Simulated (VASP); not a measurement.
A run of VASP 6.6.1 is set up as follows.

File INCAR:

```
SYSTEM = GeIrPt6
PREC = Accurate
ENCUT = 500
EDIFF = 1E-6
ISMEAR = 0
SIGMA = 0.1
LREAL = .False.
LASPH = .True.
NELM = 120
ALGO = Normal
ISIF = 2
LWAVE = .False.
LCHARG = .True.
GGA = PE
LELF = .True.
LVHAR = .True.
NBANDS = 52
GGA_COMPAT = .False.
```

File KPOINTS:

```
regular mesh
0
Gamma
  4 4 4
  0 0 0
```

POSCAR

```
GeIrPt6
1.0
    0.0000000000      3.9513271210      3.9513271210
    3.9513271210      0.0000000000      3.9513271210
    3.9513271210      3.9513271210      0.0000000000
Ge Ir Pt
1 1 6
Direct
    0.0000000000      0.0000000000      0.0000000000
    0.5000000000      0.5000000000      0.5000000000
    0.5000000000      0.0000000000      0.0000000000
    0.0000000000      0.5000000000      0.5000000000
    0.0000000000      0.5000000000      0.0000000000
    0.5000000000      0.0000000000      0.5000000000
    0.0000000000      0.0000000000      0.5000000000
    0.5000000000      0.5000000000      0.0000000000
```

Potentials or basis: VASP PAW PBE potentials, release 64 (Ge_d, Ir, Pt).

Launch:

```sh
$ cat potpaw_PBE.64/Ge_d/POTCAR potpaw_PBE.64/Ir/POTCAR potpaw_PBE.64/Pt/POTCAR > POTCAR
$ mpirun -np 1 vasp_std > vasp.out
```

Predict the pressure.

0.6 GPa.
